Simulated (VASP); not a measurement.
GaN, 4 atoms in the cell. It takes space group P6_3mc (No. 186, hexagonal). Conventional cell: a = 3.183 Å, b = 3.183 Å, c = 5.339 Å, α = 90.00°, β = 90.00°, γ = 120.00°. Ga (site symmetry 3m) has 4 N at 1.96 to 1.99 Å within 2.6 Å. Within 2.6 Å of N (site symmetry 3m) lie 4 Ga at 1.96 to 1.99 Å.  This cell differs from its parent crystal: uniaxial z strain +3.0%.

* Program: VASP 6.6.1
* Task: single point
* Functional: r2SCAN
* Potentials or basis: VASP PAW PBE potentials, release 64 (Ga_d, N_h)
* Cutoff: 910 eV
* k mesh: 12 × 12 × 6
* Occupations: gaussian, width 0.01 eV
* Spin: no spin polarisation
* Dipole correction: no
* Further INCAR settings: ALGO = Normal; EDIFF = 1e-06; NBANDS = 26

Potentials or basis: VASP PAW PBE potentials, release 64 (Ga_d, N_h).

The run is started by

```sh
$ cat potpaw_PBE.64/Ga_d/POTCAR potpaw_PBE.64/N_h/POTCAR > POTCAR
$ cp INCAR.step1 INCAR
$ mpirun -np 1 vasp_std > vasp.out
$ cp INCAR.step2 INCAR
$ mpirun -np 1 vasp_std > vasp.out
```

Hardware: 1 thread of Intel(R) Xeon(R) 6975P-C (Granite Rapids), on a shared host.

Task: How long does it take, and how much memory?

Result: Wall time 4.2 min on 1 thread of Intel(R) Xeon(R) 6975P-C (Granite Rapids) (shared host), peak memory 0.36 GiB. Counts: k points 76.
